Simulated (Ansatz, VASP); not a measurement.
# Two plane-wave programs on ZnSe

```
CELL_PARAMETERS angstrom
0.00000 2.83380 2.83380
2.83380 0.00000 2.83380
2.83380 2.83380 0.00000
ATOMIC_POSITIONS crystal
Zn 0.00000 0.00000 0.00000
Se 0.25000 0.25000 0.25000
```

Alike in both runs: task relaxation of cell and atoms; functional RPBE; k mesh 6 × 6 × 6; no spin polarisation.

```csv
,VASP,Ansatz
version,VASP 6.6.1,Ansatz 0.2.0
potentials or method,"VASP PAW PBE potentials, release 64 (Zn, Se), cutoff 600 eV","plane waves, PAW"
occupations,"gaussian, width 0.01 eV",fixed
valence electrons in the cell,18,28
```

|  | VASP | Ansatz | Ansatz less VASP |
| --- | --- | --- | --- |
| relaxed volume (Å³/atom) | 24.57 | 24.49 | -0.074 |
| relaxed cell length with the largest relative difference (Å) | 4.111 | 4.107 | -0.0042 |

VASP's potentials were made for PBE, not for RPBE. VASP's potentials hold 18 valence electrons a cell and Ansatz's 28, so a difference there can come from the potentials and not from the codes.
